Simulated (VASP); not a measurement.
## FeO: single point with RPBE

FeO:

```
Fe O
1.0
     0.00000    2.15540    2.15540
     2.15540    0.00000    2.15540
     2.15540    2.15540    0.00000
Fe O
1 1
Direct
  0.00000 0.00000 0.00000
  0.50000 0.50000 0.50000
```

```
Program             : VASP 6.6.1
Task                : single point
Functional          : RPBE
Potentials or basis : VASP PAW PBE potentials, release 64 (Fe, O)
Cutoff              : 520 eV
k mesh              : 11 × 11 × 11
Occupations         : gaussian, width 0.05 eV
Spin                : collinear spin, ferromagnetic start
Starting moments    : [3.0, 0.0] μB
```

| Item | Value |
| --- | --- |
| Pressure | 5.3 GPa |
| Band gap on the k mesh | zero (filled and empty bands overlap) |
| Net moment | 4.00 μB per cell |
| Site moments | Fe +3.63; O +0.30 μB |
| Valence electrons inside the program's atomic spheres | Fe 6.72; O 5.01 |

Levels at points of the mesh, in eV from the Fermi level:
Spin up:
| k point | band 5 | band 6 | band 7 | band 8 | band 9 | band 10 | band 11 | band 12 | band 13 | band 14 |
| --- | --- | --- | --- | --- | --- | --- | --- | --- | --- | --- |
| (0.00, 0.00, 0.00) | -3.83 | -3.83 | -3.83 | -3.76 | -3.76 | 0.09 | 15.50 | 17.04 | 17.04 | 17.04 |
Spin down:
```csv
k point,band 3,band 4,band 5,band 6,band 7,band 8
"(0.00, 0.00, 0.00)",-3.27,-3.27,-0.73,-0.73,-0.73,0.24
```

It took 61 s on 1 thread of Intel Xeon 8259CL, on a shared host, peak memory 0.17 GiB.

Caveat: the cell stands under pressure; the PAW data sets were made with another functional, which shifts forces and pressure a little; a cell with one magnetic atom can't hold antiferromagnetic order, which such compounds often take; semilocal functionals often make such compounds metallic where correlation or magnetic order opens a gap, which also shifts bond lengths. With open d or f shells a metallic result of RPBE can be an artefact of self-interaction; +U or a hybrid may open a gap.
